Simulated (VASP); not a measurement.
Mg2BeS3:

```
Mg Be S
1.0
     3.52649    0.00000    0.00000
     0.00000    4.39237    0.00000
     0.00000    0.00000    7.62630
Mg Be S
2 1 3
Direct
  0.00000 0.50000 0.02825
  0.00000 0.00000 0.48492
  0.50000 0.50000 0.32491
  0.50000 0.00000 0.83616
  0.50000 0.00000 0.18152
  0.50000 0.50000 0.64423
```

The cell was generated, and may not be a known phase.

```yaml
Program: VASP 6.6.1
Task: relaxation of cell and atoms
Functional: PBE
Potentials_or_basis: VASP PAW PBE potentials, release 64 (Mg, Be, S)
Cutoff: 600 eV
k_mesh: 6 × 4 × 2
Occupations: gaussian, width 0.1 eV
Spin: no spin polarisation
```

At the start: pressure -7.1 GPa; volume 19.69 Å³/atom.

Problem. Where does the relaxation end?

Solution. Over 37 steps the energy falls by 946.4 meV/atom and the volume is 23.66 Å³/atom (+20.2 %); space group Pmm2 (No. 25, to 0.1 Å) before and after.

Step by step:
| step | energy change (eV) | largest force (eV/Å) | pressure (GPa) | volume (Å³) |
| --- | --- | --- | --- | --- |
| 1 | 0.0000 | 2.9848 | -7.13 | 118.13 |
| 2 | -1.2522 | 3.4483 | -1.40 | 103.72 |
| 3 | -1.5563 | 1.9277 | 9.79 | 91.29 |
| 4 | -1.6077 | 2.4604 | 5.47 | 94.98 |
| 5 | -2.3323 | 1.7729 | 8.69 | 94.30 |
| 6 | -2.3963 | 4.0819 | 12.62 | 93.72 |
| 7 | -2.7193 | 3.9452 | 11.81 | 95.16 |
| 8 | -3.4473 | 4.5020 | 11.89 | 99.23 |
| 9 | -3.0317 | 5.6565 | 18.98 | 106.30 |
| 10 | -3.5174 | 5.2544 | 15.14 | 102.93 |
| 11 | -4.3370 | 2.5337 | 8.62 | 109.17 |
| 12 | -4.8224 | 1.4600 | 2.77 | 117.49 |
| 13 | -4.7578 | 1.4525 | -3.71 | 135.02 |
| 14 | -4.9056 | 1.6789 | -1.19 | 126.32 |
| 15 | -4.9134 | 1.6888 | -0.36 | 124.10 |
| 16 | -4.9920 | 1.5175 | -0.39 | 124.58 |
| 17 | -5.1711 | 0.8329 | -0.49 | 126.00 |
| 18 | -5.1565 | 1.8030 | -0.70 | 128.74 |
| 19 | -5.2364 | 0.8349 | -0.60 | 127.25 |
| 20 | -5.2921 | 0.6539 | 0.30 | 126.60 |
| 21 | -5.3075 | 0.4834 | 1.11 | 126.02 |
| 22 | -5.3464 | 0.3929 | 0.50 | 127.79 |
| 23 | -5.3974 | 0.3811 | -1.09 | 133.05 |
| 24 | -5.4289 | 0.3992 | -1.02 | 133.29 |
| 25 | -5.5041 | 0.4648 | -0.79 | 133.98 |
| 26 | -5.5634 | 0.6392 | -0.29 | 135.26 |
| 27 | -5.6096 | 0.4928 | 0.47 | 134.89 |
| 28 | -5.6270 | 0.3151 | 1.29 | 134.49 |
| 29 | -5.6514 | 0.2286 | -0.31 | 138.71 |
| 30 | -5.6521 | 0.2275 | -0.10 | 138.11 |
| 31 | -5.6595 | 0.1852 | -0.04 | 138.45 |
| 32 | -5.6641 | 0.2335 | 0.05 | 138.97 |
| 33 | -5.6699 | 0.1549 | 0.06 | 139.33 |
| 34 | -5.6730 | 0.1301 | 0.09 | 139.82 |
| 35 | -5.6750 | 0.0866 | 0.09 | 140.25 |
| 36 | -5.6768 | 0.0958 | 0.10 | 141.07 |
| 37 | -5.6786 | 0.0399 | -0.02 | 141.98 |

Final structure:
```
CELL_PARAMETERS angstrom
3.54018 0.00000 0.00000
0.00000 3.54262 0.00000
0.00000 0.00000 11.32110
ATOMIC_POSITIONS crystal
Mg 0.00000 0.50000 0.90686
Mg 0.00000 0.00000 0.48649
Be 0.50000 0.50000 0.36956
S 0.50000 0.00000 0.89815
S 0.50000 0.00000 0.28909
S 0.50000 0.50000 0.54985
```

Caveat: the volume moved by over 15 % at a fixed basis, so the end points are rough.
